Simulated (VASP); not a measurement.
Input of a VASP 6.6.1 run:

INCAR

```
PREC = Accurate
ENCUT = 520
EDIFF = 1E-7
ISMEAR = 0
SIGMA = 0.15
LREAL = F
LASPH = T
NELM = 60
ALGO = Fast
ISIF = 2
LWAVE = F
LCHARG = F
GGA = PE
NBANDS = 12
```

Contents of KPOINTS:

```
regular mesh
0
Gamma
  20 20 20
```

File POSCAR:

```
Ti
1.0
   -1.7470044324      1.7470044324      1.6276186075
    1.7470044324     -1.7470044324      1.6276186075
    1.5082327826      1.5082327826     -1.6276186075
Ti
1
Direct
    0.0000000000      0.0000000000      0.0000000000
```

Potentials or basis: VASP PAW PBE potentials, release 64 (Ti_sv).

Launch:

```sh
$ cat potpaw_PBE.64/Ti_sv/POTCAR > POTCAR
$ mpirun -np 1 vasp_std > vasp.out
```

Q: Predict the pressure.

A: 0.3 GPa.

Q: Predict the band gap on the k mesh.

A: Zero (band 6 reaches 9.23 eV, above the bottom of band 7 at 7.59 eV).

Stress tensor (GPa, compression positive):
```
-0.21  4.80  0.00
 4.80 -0.21  0.00
 0.00  0.00  1.28
```

Caveat: the cell differs from its parent crystal (engineering shear strain xy -0.1467, normal strain along z +0.0000).
